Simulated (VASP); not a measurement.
Set up this calculation in VASP 6.6.1, as the native input.

```
Task                   : single point
Functional             : r2SCAN
Potentials or basis    : VASP PAW PBE potentials, release 64 (Ti_sv)
Cutoff                 : 520 eV
k mesh                 : 12 × 12 × 12
Occupations            : fermi-dirac, width 0.1 eV
Spin                   : no spin polarisation
Dipole correction      : no
Further INCAR settings : ALGO = Normal; EDIFF = 1e-06; NBANDS = 12
```

The system is Ti.

```xyz
1
Lattice="0.0000 1.9956 1.9956 1.9956 0.0000 1.9956 1.9956 1.9956 0.0000" Properties=species:S:1:pos:R:3 pbc="T T T"
Ti    0.0000    0.0000    0.0000
```

The input as run:

POSCAR

```
Ti
1.0
    0.0000000000      1.9955865722      1.9955865722
    1.9955865722      0.0000000000      1.9955865722
    1.9955865722      1.9955865722      0.0000000000
Ti
1
Direct
    0.0000000000      0.0000000000      0.0000000000
```

INCAR.step1

```
SYSTEM = Ti
  ALGO = Normal
  EDIFF = 1E-4
  ENCUT = 520
  GGA = PE
  ISMEAR = -1
  LASPH = .TRUE.
  LCHARG = .FALSE.
  LREAL = .FALSE.
  LWAVE = .TRUE.
  NBANDS = 12
  NELM = 80
  PREC = Accurate
  SIGMA = 0.1
```

INCAR.step2

```
SYSTEM = Ti
  ALGO = Normal
  EDIFF = 1E-6
  ENCUT = 520
  ISIF = 2
  ISMEAR = -1
  ISTART = 1
  LASPH = .TRUE.
  LCHARG = .TRUE.
  LELF = .TRUE.
  LMIXTAU = .TRUE.
  LREAL = .FALSE.
  LVHAR = .TRUE.
  LWAVE = .FALSE.
  METAGGA = R2SCAN
  NBANDS = 12
  NELM = 80
  PREC = Accurate
  SIGMA = 0.1
```

KPOINTS

```
k-points
0
G
  12 12 12
  0 0 0
```

Potentials or basis: VASP PAW PBE potentials, release 64 (Ti_sv).

Launch:

```console
$ cat potpaw_PBE.64/Ti_sv/POTCAR > POTCAR
$ cp INCAR.step1 INCAR
$ mpirun -np 1 vasp_std > vasp.out
$ cp INCAR.step2 INCAR
$ mpirun -np 1 vasp_std > vasp.out
```

It gave:

```json
{
 "Pressure": "12.0 GPa",
 "Band gap on the k mesh": "zero (band 6 reaches 10.29 eV, above the bottom of band 7 at 8.77 eV)"
}
```

Caveat: the PAW data sets were made with another functional, which shifts forces and pressure a little.

It took 82 s on 1 thread of AMD EPYC 7R43 64-Core Processor (Zen 3) (shared host), peak memory 0.11 GiB.
